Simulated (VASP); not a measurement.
Here is a VASP 6.6.1 calculation.

INCAR

```
PREC = Accurate ; ENCUT = 520
EDIFF = 1E-7 ; ISMEAR = -1
SIGMA = 0.1 ; LREAL = False
LASPH = True ; NELM = 60
ALGO = Normal ; ISIF = 2
LWAVE = False ; LCHARG = True
GGA = PS ; LELF = True
LVHAR = True ; NBANDS = 12
```

KPOINTS

```
regular mesh
0
Gamma
  13 13 7
```

POSCAR

```
Sb
1.0
    2.9966312776      0.0000000000      0.0000000000
   -1.4983156388      2.5951588122      0.0000000000
    0.0000000000      0.0000000000      4.7032411078
Sb
2
Direct
    0.3333333333      0.6666666667      0.2500000000
    0.6666666667      0.3333333333      0.7500000000
```

Potentials or basis: VASP PAW PBE potentials, release 64 (Sb).

Run with:

```console
$ cat potpaw_PBE.64/Sb/POTCAR > POTCAR
$ mpirun -np 1 vasp_std > vasp.out
```

Problem. Estimate the band gap on the k mesh.

Solution. Zero (band 5 reaches 20.49 eV, above the bottom of band 6 at 10.17 eV).

Problem. Predict the pressure.

Solution. 55.9 GPa.

Stress tensor (GPa, compression positive):
```
55.85  0.00  0.00
 0.00 55.85  0.00
 0.00  0.00 56.09
```

Caveat: the PAW data sets were made with another functional, which shifts forces and pressure a little; spin-orbit coupling is left out, which moves the levels of the heavy elements.
